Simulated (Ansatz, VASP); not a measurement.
Si: VASP beside Ansatz

```xyz
4
Lattice="3.8475 0.0000 0.0000 -1.9238 3.3321 0.0000 0.0000 0.0000 18.4416" Properties=species:S:1:pos:R:3 pbc="T T T"
Si    0.0000    2.2214    4.9708
Si    1.9238    1.1107    4.5000
Si    1.2825    3.3321    9.2416
Si   -0.6413    4.4427    8.7708
```

Alike in both runs: task single point; functional PBE; dispersion D3(BJ); k mesh 9 × 9 × 1; occupations gaussian, width 0.1 eV; no spin polarisation.

```csv
,VASP,Ansatz
version,VASP 6.6.1,Ansatz 0.2.0
potentials or method,"VASP PAW PBE potentials, release 64 (Si), cutoff 520 eV","scalar-relativistic, plane waves, PAW"
valence electrons in the cell,16,16
```

|  | VASP | Ansatz | Ansatz less VASP |
| --- | --- | --- | --- |
| gap on the k mesh at the Fermi level (eV) | 0.28 | 0.28 | 0.000 |
| least direct gap on the mesh (eV) | 0.28 | 0.28 | 0.000 |
| rms of the force components (eV/Å) | 0.076 | 0.077 | +0.0014 |

Atom by atom the forces differ by 0.003 eV/Å (rms over components).
